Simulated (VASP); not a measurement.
# Li16H (a cell with a defect) in VASP: further runs

The runs below take Li16H (a cell with a defect) through single point, with PBEsol.

Program: VASP 6.6.1. These are calculated values, not measurements. Logs are shortened: lines on timing, memory, paths and dates and some standing lists are left out, and cuts for length are marked.

## 1. The cell of the first run

The cell holds a defect, 17 atoms: a = 6.980 Å, b = 6.980 Å, c = 6.980 Å, α = 90.00°, β = 90.00°, γ = 90.00°.

## 2. Single point, PBEsol

INCAR

```
PREC = Accurate
ENCUT = 520
EDIFF = 1E-7
ISMEAR = -1
SIGMA = 0.1
LREAL = Auto
LASPH = T
NELM = 100
ALGO = Normal
ISIF = 2
LWAVE = F
LCHARG = F
GGA = PS
NBANDS = 38
```

KPOINTS

```
Automatic mesh
0
Gamma
  3 3 3
```

POSCAR

```
Li16H
1.0
    6.9800000000      0.0000000000      0.0000000000
    0.0000000000      6.9800000000      0.0000000000
    0.0000000000      0.0000000000      6.9800000000
Li H
16 1
Direct
   -0.0123178576      0.0010110581     -0.0005693316
    0.5125427000      0.0002223941     -0.0005996501
    0.0116710109      0.4847753837     -0.0003624764
   -0.0053167209     -0.0067824096      0.4995241808
    0.2495709726      0.2419078718      0.2600157479
    0.4878035488      0.4844337220     -0.0003662685
    0.5047362412     -0.0069239497      0.4994989813
    0.7495446557      0.2604737803      0.2583909468
   -0.0006620444      0.5119281091      0.4997335845
    0.2492264715      0.7514173809      0.2464397008
    0.2495571010      0.2419293475      0.7394773268
    0.4996304340      0.5116278422      0.4997142292
    0.7490530527      0.7526555381      0.2253350009
    0.7495338764      0.2607532031      0.7411491300
    0.2492096034      0.7513882799      0.7530765955
    0.7490207939      0.7531858746      0.7748293014
    0.7509671610      0.8884045739      0.0008237008
```

Potentials or basis: VASP PAW PBE potentials, release 64 (Li_sv, H).

Started as:

```sh
$ cat potpaw_PBE.64/Li_sv/POTCAR potpaw_PBE.64/H/POTCAR > POTCAR
$ mpirun -np 1 vasp_std > vasp.out
```

OUTCAR:

```text
PREC = Accurate
   ENCUT = 520
   EDIFF = 1E-7
   ISMEAR = -1
   LREAL = Auto
   LASPH = T
   NELM = 100
   ISIF = 2
   GGA = PS

 ion  position               nearest neighbor table
   1  0.988  0.001  0.999-
   2  0.513  0.000  0.999-
   3  0.012  0.485  1.000-
   4  0.995  0.993  0.500-
   5  0.250  0.242  0.260-
   6  0.488  0.484  1.000-
[... 9 lines left out ...]
  16  0.749  0.753  0.775-
  17  0.751  0.888  0.001-

  LATTYP: Found a simple cubic cell.
 ALAT       =     6.9800000000

  Lattice vectors:

 A1 = (   6.9800000000,   0.0000000000,   0.0000000000)
 A2 = (   0.0000000000,   6.9800000000,   0.0000000000)
 A3 = (   0.0000000000,   0.0000000000,   6.9800000000)

Analysis of symmetry for initial positions (statically):
=====================================================================
 Subroutine PRICEL returns:
 Original cell was already a primitive cell.

 Routine SETGRP: Setting up the symmetry group for a
 simple cubic supercell.

 Subroutine GETGRP returns: Found  1 space group operations
 (whereof  1 operations were pure point group operations)
 out of a pool of 48 trial point group operations.

The static configuration has the point symmetry C_1 .

Analysis of symmetry for dynamics (positions and initial velocities):
=====================================================================
 Subroutine PRICEL returns:
 Original cell was already a primitive cell.

 Routine SETGRP: Setting up the symmetry group for a
 simple cubic supercell.

 Subroutine GETGRP returns: Found  1 space group operations
 (whereof  1 operations were pure point group operations)
 out of a pool of 48 trial point group operations.

The dynamic configuration has the point symmetry C_1 .

 Subroutine INISYM returns: Found  1 space group operations
 (whereof  1 operations are pure point group operations),
 and found     1 'primitive' translations

----------------------------------------------------------------------------------------

                                     Primitive cell

  volume of cell :     340.0684

  direct lattice vectors                    reciprocal lattice vectors
     6.980000000  0.000000000  0.000000000     0.143266476  0.000000000  0.000000000
     0.000000000  6.980000000  0.000000000     0.000000000  0.143266476  0.000000000
[... 106 lines left out ...]
   EDIFFG = 0.1E-05   stopping-criterion for IOM
   NSW    =      0    number of steps for IOM
   IBRION =     -1    ionic relax: 0-MD 1-quasi-New 2-CG
   NFREE  =      0    steps in history (QN), initial steepest desc. (CG)
   ISIF   =      2    stress and relaxation
   ISYM   =      2    0-nonsym 1-usesym 2-fastsym
   POTIM  = 0.5000    time-step for ionic-motion
   TEBEG  =    0.0;   TEEND  =   0.0 temperature during run
   PSTRESS=    0.0 pullay stress
   NELECT =      49.0000    total number of electrons
   NUPDOWN=      -1.0000    fix difference up-down
   EMIN   =  10.00;   EMAX   =-10.00  energy-range for DOS
   EFERMI =   0.00;   METHOD = LEGACY
   ISMEAR =    -1;   SIGMA  =   0.10  broadening in eV -4-tet -1-fermi 0-gaus
   EFERMI_NEDOS =   21; number of points for ismear=-14 and -15
   IALGO  =     38    algorithm
   IMIX   =      4    mixing-type and parameters
     AMIX     =   0.40;   BMIX     =  1.00
     AMIX_MAG =   1.60;   BMIX_MAG =  1.00
  volume/ion in A,a.u.               =      20.00       134.99
  Fermi-wavevector in a.u.,A,eV,Ry     =   0.858258  1.621873 10.022155  0.736608
  Thomas-Fermi vector in A             =   1.975436
   LORBIT       =      0    0 simple, 1 ext, 2 COOP (PROOUT), +10 PAW based schemes
   GGA     = PS    functional components
   LHFCALC =     F    Hartree Fock is set to
   AEXX    =    0.0000 exact exchange contribution
   IVDW    =     0    specifies the selected vdW correction
   LEPSILON=     F    determine dielectric tensor
   LRPA    =     F    only Hartree local field effects (RPA)
 non-spin polarized calculation
  energy-cutoff  :      520.00
  volume of cell :      340.07
 maximum number of plane-waves:      9180
 NGX is ok and might be reduce to    54
   NGX = 25   NGY = 25   NGZ = 25

 number of electron      48.9999976 magnetization

 Free energy of the ion-electron system (eV)
  ---------------------------------------------------
  ext. energy  EPLUGINS =         0.00000000
  ---------------------------------------------------
  free energy    TOTEN  =       -35.28444435 eV

  energy without entropy =      -35.00500342  energy(sigma->0) =      -35.14472389

 E-fermi :   0.4888     XC(G=0):  -6.9461

 val. band max:        0.4779908611   @ k =   0.0000  -0.3333   0.3333
 cond. band min:       0.4969293019   @ k =   0.3333   0.3333   0.0000
 fundamental gap:      0.0189384408
 Fermi energy:         0.4887870531

 k-point     1 :       0.0000    0.0000    0.0000
  band No.  band energies     occupation
      1     -45.5508      2.00000
      2     -45.5478      2.00000
      3     -45.5085      2.00000
      4     -45.5057      2.00000
      5     -45.4582      2.00000
      6     -45.4555      2.00000
[... 535 lines left out ...]
     35       3.6757      0.00000
     36       3.7842      0.00000
 [bands above 36 left out]

------------------------ aborting loop because EDIFF is reached ----------------------------------------

  FORCE on cell =-STRESS in cart. coord.  units (eV):
  Direction    XX          YY          ZZ          XY          YZ          ZX
  --------------------------------------------------------------------------------------
  -------------------------------------------------------------------------------------
  Total       -1.4842631     -1.6675201     -1.4431134      0.0103053     -0.0099073     -0.0002057
  in kB       -6.9928659     -7.8562515     -6.7989956      0.0485518     -0.0466766     -0.0009690
  external PRESSURE =      -7.2160377 kB  Pullay stress =       0.0000000 kB

 VOLUME and BASIS-vectors are now :
 -----------------------------------------------------------------------------
  energy-cutoff  :      520.00
  volume of cell :      340.07
      direct lattice vectors                 reciprocal lattice vectors
     6.980000000  0.000000000  0.000000000     0.143266476  0.000000000  0.000000000
     0.000000000  6.980000000  0.000000000     0.000000000  0.143266476  0.000000000
     0.000000000  0.000000000  6.980000000     0.000000000  0.000000000  0.143266476

 POSITION                                       TOTAL-FORCE (eV/Angst)
 -----------------------------------------------------------------------------------
      6.89402      0.00706      6.97603         0.000583     -0.000487      0.004794
      3.57755      0.00155      6.97581        -0.000342      0.001447      0.005472
      0.08146      3.38373      6.97747         0.000148      0.000904      0.001049
      6.94289      6.93266      3.48668        -0.000260      0.003691      0.003999
      1.74201      1.68852      1.81491         0.002478     -0.002310     -0.002124
      3.40487      3.38135      6.97744        -0.006779      0.004142      0.002022
[... 9 lines left out ...]
      5.22817      5.25724      5.40831         0.008260     -0.004271     -0.005884
      5.24175      6.20106      0.00575        -0.019667      0.010037     -0.013529
 -----------------------------------------------------------------------------------
    total drift:                                0.001063      0.010208     -0.000641

  FREE ENERGIE OF THE ION-ELECTRON SYSTEM (eV)
  ---------------------------------------------------
  free  energy   TOTEN  =       -35.2844443546 eV

  energy  without entropy=      -35.0050034208  energy(sigma->0) =      -35.14472389
```

stdout:

```text
POSCAR found type information on POSCAR LiH
 POSCAR found :  2 types and      17 ions
 scaLAPACK will be used
 -----------------------------------------------------------------------------
|                                                                             |
|                                                                             |
|     You enforced a specific xc type in the INCAR file but a different       |
|     I HOPE YOU KNOW WHAT YOU ARE DOING!                                     |
|                                                                             |
 -----------------------------------------------------------------------------

 LDA part: xc-table for (Slater+PW92), standard interpolation
 POSCAR, INCAR and KPOINTS ok, starting setup
 FFT: planning ... GRIDC
 FFT: planning ... GRID_SOFT
 FFT: planning ... GRID
 WAVECAR not read
 entering main loop
```

It took 8.6 min on 1 thread of Oxide Virtual Turin-like, shared host; peak memory 0.38 GiB.

What came out:

| Item | Value |
| --- | --- |
| Free energy | -35.2844 eV |
| Largest force | 0.026 eV/Å |
| Band gap on the k mesh | zero (an odd number of electrons rules out a gap without spin polarisation) |

Forces on the atoms (eV/Å):
```
Li   0.001  0.000  0.005
Li   0.000  0.001  0.005
Li   0.000  0.001  0.001
Li   0.000  0.004  0.004
Li   0.002 -0.002 -0.002
Li  -0.007  0.004  0.002
Li  -0.008  0.005  0.004
Li   0.002 -0.002  0.001
Li   0.002 -0.001  0.001
Li   0.006 -0.003 -0.002
Li   0.002 -0.004 -0.002
Li  -0.002  0.002  0.001
Li   0.007 -0.005  0.007
Li   0.001 -0.004 -0.005
Li   0.005 -0.002 -0.001
Li   0.008 -0.004 -0.006
H   -0.020  0.010 -0.014
```

Caveat: the cutoff is under 1.25 times the usual one of these potentials, so pressure, stress and relaxed cells hold a basis-set (Pulay) error; the PAW data sets were made with another functional, which shifts forces and pressure a little.

## 3. Single point, PBEsol

INCAR

```
SYSTEM = Li16H
PREC     = Accurate       ! precision mode
ENCUT    = 520            ! plane-wave cutoff, eV
EDIFF    = 1E-6           ! SCF threshold, eV
ISMEAR   = -1             ! smearing method
SIGMA    = 0.1            ! smearing width, eV
LREAL    = Auto         
LASPH    = .TRUE.         ! aspherical terms in the spheres
NELM     = 60             ! most SCF steps
ALGO     = Normal         ! electronic algorithm
ISIF     = 2              ! what is computed and relaxed
LWAVE    = .FALSE.        ! write WAVECAR
LCHARG   = .FALSE.        ! write CHGCAR
GGA      = PS             ! functional
NBANDS   = 38             ! bands
```

KPOINTS

```
Automatic mesh
0
G
  3 3 3
  0 0 0
```

POSCAR

```
Li16H
1.0
    6.9800000000      0.0000000000      0.0000000000
    0.0000000000      6.9800000000      0.0000000000
    0.0000000000      0.0000000000      6.9800000000
Li H
16 1
Direct
   -0.0085343921     -0.0086392199     -0.0000198443
    0.4971139574      0.0026322152     -0.0001237603
   -0.0092962565      0.5110990850     -0.0000320549
    0.0037877848      0.0056723225      0.4996917192
    0.2479598784      0.2503122955      0.2474497218
    0.4946315085      0.4966004417     -0.0001124038
    0.5020099596     -0.0014980664      0.4999144587
    0.7456830955      0.2512785846      0.2552138211
    0.0046483092      0.4951948457      0.4996898115
    0.2545304631      0.7504726808      0.2530695347
    0.2480160560      0.2503248241      0.7520782184
    0.5022576769      0.5034507985      0.4999303878
    0.7590745873      0.7501361854      0.2396194778
    0.7458940432      0.2512733225      0.7445782927
    0.2539236963      0.7504901026      0.7471200639
    0.7588791272      0.7501275469      0.7597680032
    0.8744813253      0.7524603352     -0.0005744274
```

Potentials or basis: VASP PAW PBE potentials, release 64 (Li_sv, H).

Started as:

```sh
$ cat potpaw_PBE.64/Li_sv/POTCAR potpaw_PBE.64/H/POTCAR > POTCAR
$ mpirun -np 1 vasp_std > vasp.out
```

OUTCAR:

```text
SYSTEM = Li16H
   PREC = Accurate
   ENCUT = 520
   EDIFF = 1E-6
   ISMEAR = -1
   LREAL = Auto
   LASPH = .TRUE.
   NELM = 60
   ISIF = 2
   GGA = PS

 ion  position               nearest neighbor table
   1  0.991  0.991  1.000-
   2  0.497  0.003  1.000-
   3  0.991  0.511  1.000-
   4  0.004  0.006  0.500-
   5  0.248  0.250  0.247-
[... 774 lines left out ...]
  -------------------------------------------------------------------------------------
  Total       -1.7489826     -1.6081438     -1.5770013      0.0245257      0.0028228      0.0055027
  in kB       -8.2400490     -7.5765100     -7.4297871      0.1155489      0.0132990      0.0259251
  external PRESSURE =      -7.7487820 kB  Pullay stress =       0.0000000 kB

 VOLUME and BASIS-vectors are now :
 -----------------------------------------------------------------------------
  energy-cutoff  :      520.00
  volume of cell :      340.07
      direct lattice vectors                 reciprocal lattice vectors
     6.980000000  0.000000000  0.000000000     0.143266476  0.000000000  0.000000000
     0.000000000  6.980000000  0.000000000     0.000000000  0.143266476  0.000000000
     0.000000000  0.000000000  6.980000000     0.000000000  0.000000000  0.143266476

 POSITION                                       TOTAL-FORCE (eV/Angst)
 -----------------------------------------------------------------------------------
      6.92043      6.91970      6.97986         0.005751     -0.001260     -0.000599
      3.46986      0.01837      6.97914        -0.009028      0.001098     -0.000844
      6.91511      3.56747      6.97978         0.007645      0.008300     -0.001053
      0.02644      0.03959      3.48785        -0.008136     -0.009446     -0.000333
      1.73076      1.74718      1.72720        -0.007806     -0.000359     -0.001455
      3.45253      3.46627      6.97922        -0.002901      0.006025     -0.000641
[... 9 lines left out ...]
      5.29698      5.23589      5.30318        -0.010474      0.003943     -0.001772
      6.10388      5.25217      6.97599         0.005786     -0.019776      0.004377
 -----------------------------------------------------------------------------------
    total drift:                               -0.008642      0.001722     -0.000346

  FREE ENERGIE OF THE ION-ELECTRON SYSTEM (eV)
  ---------------------------------------------------
  free  energy   TOTEN  =       -35.2792192711 eV

  energy  without entropy=      -35.0009352731  energy(sigma->0) =      -35.14007727
```

Run time: 8.5 min. Hardware: 1 thread of Oxide Virtual Turin-like, shared host; peak memory 0.37 GiB.

What came out:

```
Free energy            : -35.2792 eV
Largest force          : 0.021 eV/Å
Band gap on the k mesh : zero (an odd number of electrons rules out a gap without spin polarisation)
```

Forces in eV/Å, atoms in the order of the input:
```
Li   0.006 -0.001 -0.001
Li  -0.009  0.001 -0.001
Li   0.008  0.008 -0.001
Li  -0.008 -0.009  0.000
Li  -0.008  0.000 -0.001
Li  -0.003  0.006 -0.001
Li   0.006 -0.001  0.001
Li   0.004 -0.001 -0.008
Li  -0.005  0.010  0.000
Li   0.011  0.004  0.002
Li  -0.007  0.000  0.001
Li   0.002 -0.005  0.000
Li  -0.009  0.003  0.004
Li   0.005 -0.001  0.009
Li   0.013  0.003 -0.005
Li  -0.010  0.004 -0.002
H    0.006 -0.020  0.004
```

Caveat: the cutoff is under 1.25 times the usual one of these potentials, so pressure, stress and relaxed cells hold a basis-set (Pulay) error; the PAW data sets were made with another functional, which shifts forces and pressure a little.

The gap in the log of VASP goes by the Fermi energy; the results here count the filled bands.